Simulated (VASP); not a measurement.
Input of a VASP 6.6.1 run:

File INCAR:

```
PREC     = Accurate       # precision mode
ENCUT    = 600            # plane-wave cutoff, eV
EDIFF    = 1E-7           # SCF threshold, eV
ISMEAR   = 0              # smearing method
SIGMA    = 0.1            # smearing width, eV
LREAL    = F              # projectors in reciprocal space
LASPH    = T              # aspherical terms in the spheres
NELM     = 100            # most SCF steps
ALGO     = Normal         # electronic algorithm
ISIF     = 3              # what is computed and relaxed
LWAVE    = F              # write WAVECAR
LCHARG   = F              # write CHGCAR
GGA      = PE             # functional
IBRION   = 2              # ionic algorithm
NSW      = 90             # ionic steps
EDIFFG   = -0.04          # ionic threshold
```

KPOINTS

```
Automatic mesh
0
Gamma
  6 6 6
```

File POSCAR:

```
BC2
1.0
    2.9977642700      0.0000000000      0.0000000000
    0.0000000000      2.9977642700      0.0000000000
    0.0000000000      0.0000000000      3.2680188000
B C
2 4
Direct
    0.5000000000      0.5000000000      0.7500000000
    0.5000000000      0.5000000000      0.2500000000
    0.5000000000      0.0000000000      0.7072967400
    0.0000000000      0.5000000000      0.7927032600
    0.0000000000      0.5000000000      0.2072967400
    0.5000000000      0.0000000000      0.2927032600
```

Potentials or basis: VASP PAW PBE potentials, release 64 (B, C).

Run with:

```sh
$ cat potpaw_PBE.64/B/POTCAR potpaw_PBE.64/C/POTCAR > POTCAR
$ mpirun -np 1 vasp_std > vasp.out
```

Problem. What does it give for the relaxed volume?

Solution. 7.59 Å³/atom.

Problem. Predict the relaxed cell.

Solution. a = 2.809 Å, b = 2.809 Å, c = 5.773 Å, α = 90.00°, β = 90.00°, γ = 90.00°.

Problem. Predict the band gap on the k mesh.

Solution. Zero (band 11 reaches 7.02 eV, above the bottom of band 12 at 2.52 eV).

Final structure:
```yaml
crystal:
  lattice:
    - [2.80891, 0.00000, 0.00000]
    - [0.00000, 2.80891, 0.00000]
    - [0.00000, 0.00000, 5.77302]
  atoms:
    - { symbol: B, position: [0.50000, 0.50000, 0.75000] }
    - { symbol: B, position: [0.50000, 0.50000, 0.25000] }
    - { symbol: C, position: [0.50000, 0.00000, 0.61965] }
    - { symbol: C, position: [0.00000, 0.50000, 0.88035] }
    - { symbol: C, position: [0.00000, 0.50000, 0.11965] }
    - { symbol: C, position: [0.50000, 0.00000, 0.38035] }
```

Caveat: the volume moved by over 15 % at a fixed basis, so the end points are rough.
